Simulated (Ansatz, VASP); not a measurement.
## BaF2: VASP beside Ansatz

Contents of INCAR:

```
PREC     = Accurate       # precision mode
ENCUT    = 600            # plane-wave cutoff, eV
EDIFF    = 1E-6           # SCF threshold, eV
ISMEAR   = 0              # smearing method
SIGMA    = 0.01           # smearing width, eV
LREAL    = False          # projectors in reciprocal space
LASPH    = True           # aspherical terms in the spheres
NELM     = 200            # most SCF steps
ALGO     = Normal         # electronic algorithm
ISIF     = 2              # what is computed and relaxed
LWAVE    = False          # write WAVECAR
LCHARG   = True           # write CHGCAR
MAGMOM   = 0 0 0 0 0 0 0 0 0 # initial moments
LORBIT   = 11             # projections on sites
LSORBIT  = True           # spin-orbit coupling
GGA_COMPAT= False        
LORBMOM  = True         
GGA      = PE             # functional
LVHAR    = True         
NBANDS   = 37             # bands
```

Contents of KPOINTS:

```
Automatic mesh
0
Gamma
  6 6 6
```

The input POSCAR:

```
BaF2
1.0
    0.0000000000      3.0971612412      3.0971612412
    3.0971612412      0.0000000000      3.0971612412
    3.0971612412      3.0971612412      0.0000000000
Ba F
1 2
Direct
    0.0000000000      0.0000000000      0.0000000000
    0.2500000000      0.2500000000      0.2500000000
    0.7500000000      0.7500000000      0.7500000000
```

Input for Ansatz:

```yaml
crystal:
  lattice:
    - [0.0, 3.0971612412, 3.0971612412]
    - [3.0971612412, 0.0, 3.0971612412]
    - [3.0971612412, 3.0971612412, 0.0]
  atoms:
    - { symbol: Ba, position: [0.0, 0.0, 0.0] }
    - { symbol: F, position: [0.25, 0.25, 0.25] }
    - { symbol: F, position: [0.75, 0.75, 0.75] }
kpoints:
  mp_grid: { grid: [6, 6, 6] }
hamiltonian:
  xc: pbe
scf:
  occupations: { method: fixed }
magnetization:
  noncollinear: true
  spin_orbit: true
output:
  optics: { e_range: [0, 24], de: 0.05, sigma: 0.1 }
  write_density: true
  write_potential: true
  elf: true
  volumetric_format: npy
```

Alike in both runs: task single point; functional PBE; k mesh 6 × 6 × 6; non-collinear spin, spin-orbit coupling.

```csv
,VASP,Ansatz
version,VASP 6.6.1,Ansatz 0.2.0
potentials or method,"VASP PAW PBE potentials, release 64 (Ba_sv, F)","plane waves, PAW"
plane-wave cutoff (eV),600,420
occupations,"gaussian, width 0.01 eV",fixed
valence electrons in the cell,24,24
```

|  | VASP | Ansatz | Ansatz less VASP |
| --- | --- | --- | --- |
| net moment per atom (μB) | 0.00 | 0.00 | 0.000 |

Ansatz's warnings: optics gap not shown off mesh.
